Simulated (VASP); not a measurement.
Input of a VASP 6.6.1 run:

File INCAR:

```
PREC = Accurate
ENCUT = 520
EDIFF = 1E-6
ISMEAR = 0
SIGMA = 0.05
LREAL = False
LASPH = True
NELM = 100
ALGO = Normal
ISIF = 2
LWAVE = False
LCHARG = True
GGA = PE
IVDW = 12
LELF = True
LVHAR = True
NBANDS = 6
```

KPOINTS

```
Automatic mesh
0
Gamma
  10 10 26
```

File POSCAR:

```
H
1.0
    2.5833977704      0.0000000000      0.0000000000
    0.0000000000      2.5833977704      0.0000000000
    0.0000000000      0.0000000000      1.0295175660
H
1
Direct
    0.0000000000      0.0000000000      0.5000000000
```

Potentials or basis: VASP PAW PBE potentials, release 64 (H).

Command:

```bash
$ cat potpaw_PBE.64/H/POTCAR > POTCAR
$ mpirun -np 1 vasp_std > vasp.out
```

What does it give for the pressure?

-4.6 GPa.

Estimate the dispersion energy per atom.

-0.078 eV.

Stress tensor (GPa, compression positive):
```
  0.45   0.00   0.00
  0.00   0.45   0.00
  0.00   0.00 -14.70
```

Caveat: the cell differs from its parent crystal (strain -0.025 along x and y, +0.050 along z); pairwise dispersion overbinds metals, which lowers pressure and volume.
